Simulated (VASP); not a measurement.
Ta2AlF3:

```
CELL_PARAMETERS angstrom
6.36960 0.00000 0.00000
-3.18480 5.51623 0.00000
0.00000 0.00000 2.73115
ATOMIC_POSITIONS crystal
Ta 0.33333 0.66667 0.50000
Ta 0.66667 0.33333 0.50000
Al 0.00000 0.00000 0.50000
F 0.33093 0.00000 0.50000
F 0.00000 0.33093 0.50000
F 0.66907 0.66907 0.50000
```

The cell was generated, and may not be a known phase.

* Program: VASP 6.6.1
* Task: relaxation of cell and atoms
* Functional: PBE
* Potentials or basis: VASP PAW PBE potentials, release 64 (Ta_pv, Al, F)
* Cutoff: 600 eV
* k mesh: 3 × 3 × 6
* Occupations: gaussian, width 0.1 eV
* Spin: no spin polarisation

At the start: pressure -4.3 GPa; volume 15.99 Å³/atom.

**Question.** How do energy, volume and symmetry change on relaxing?

**Answer.** Over 11 steps the energy falls by 55.2 meV/atom and the volume is 15.46 Å³/atom (-3.4 %); space group P-62m (No. 189, to 0.1 Å) before and after.

Step by step:
| step | energy change (eV) | largest force (eV/Å) | pressure (GPa) | volume (Å³) |
| --- | --- | --- | --- | --- |
| 1 | 0.0000 | 0.0243 | -4.32 | 95.96 |
| 2 | -0.2551 | 0.1439 | 3.50 | 89.85 |
| 3 | -0.3197 | 0.1175 | 0.43 | 91.59 |
| 4 | -0.3195 | 0.1186 | 0.59 | 91.50 |
| 5 | -0.3222 | 0.1266 | 0.03 | 92.04 |
| 6 | -0.3226 | 0.1358 | -0.52 | 92.58 |
| 7 | -0.3243 | 0.1196 | -0.56 | 92.66 |
| 8 | -0.3281 | 0.0756 | -0.56 | 92.88 |
| 9 | -0.3291 | 0.0005 | -0.52 | 93.32 |
| 10 | -0.3296 | 0.0214 | -0.53 | 93.17 |
| 11 | -0.3310 | 0.0019 | 0.21 | 92.74 |

Final structure:
```xyz
6
Lattice="6.4505 0.0000 0.0000 -3.2253 5.5863 0.0000 0.0000 0.0000 2.5735" Properties=species:S:1:pos:R:3 pbc="T T T"
Ta    0.0000    3.7242    1.2868
Ta    3.2253    1.8621    1.2868
Al    0.0000    0.0000    1.2868
F     2.1928    0.0000    1.2868
F    -1.0964    1.8990    1.2868
F     2.1289    3.6873    1.2868
```

Caveat: the k points lie up to 0.41 Å⁻¹ apart in the final cell.
